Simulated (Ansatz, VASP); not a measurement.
## Fe: VASP beside Ansatz

File INCAR:

```
SYSTEM = Fe
PREC = Accurate ; ENCUT = 520
EDIFF = 1E-7 ; ISMEAR = -1
SIGMA = 0.05 ; LREAL = .False.
LASPH = .True. ; NELM = 150
ALGO = Normal ; ISIF = 2
LWAVE = .False. ; LCHARG = .False.
ISPIN = 2 ; MAGMOM = 2.267
LORBIT = 11 ; LMAXMIX = 4
GGA = B5 ; ALDAX = 1.0
AGGAX = 1.0 ; AGGAC = 1.0
ALDAC = 0.0 ; NBANDS = 14
```

KPOINTS

```
regular mesh
0
Gamma
  25 25 25
  0 0 0
```

POSCAR

```
Fe
1.0
   -1.4748258737      1.4748258737      1.4748258737
    1.4748258737     -1.4748258737      1.4748258737
    1.4748258737      1.4748258737     -1.4748258737
Fe
1
Direct
    0.0000000000      0.0000000000      0.0000000000
```

Input for Ansatz:

```yaml
crystal:
  lattice:
    - [-1.4748258737, 1.4748258737, 1.4748258737]
    - [1.4748258737, -1.4748258737, 1.4748258737]
    - [1.4748258737, 1.4748258737, -1.4748258737]
  atoms:
    - { symbol: Fe, position: [0.0, 0.0, 0.0], spin: 2.267 }
hamiltonian:
  xc: blyp
  pseudopotentials:
    kind: paw
    azcp:
      Fe: "pseudopotentials/Fe.paw.azcp"
basis:
  ecutwfc: 420
  fft_grid_basis: typed
kpoints:
  mp_grid: { grid: [25, 25, 25], shift: [0, 0, 0] }
magnetization:
  spin_polarized: true
scf:
  occupations: { method: fermi_dirac, width: 0.05 }
output:
  stress: true
```

Alike in both runs: task single point; functional BLYP; k mesh 25 × 25 × 25; occupations fermi-dirac, width 0.05 eV; collinear spin.

|  | VASP | Ansatz |
| --- | --- | --- |
| version | VASP 6.6.1 | Ansatz 0.2.0 |
| potentials or method | VASP PAW PBE potentials, release 64 (Fe), cutoff 520 eV | plane waves (420 eV) with PAW, scalar-relativistic |
| valence electrons in the cell | 8 | 16 |

```csv
,VASP,Ansatz,Ansatz less VASP
pressure (GPa),-9.2,-9.8,-0.57
net moment per atom (μB),2.41,2.39,-0.020
size of the moment on the site where the two differ most (μB),2.42,2.45,+0.025
```

VASP's potentials were made for PBE, not for BLYP. Site moments also hang on the region over which each program counts them. VASP's potentials hold 8 valence electrons a cell and Ansatz's 16, so a difference there can come from the potentials and not from the codes.
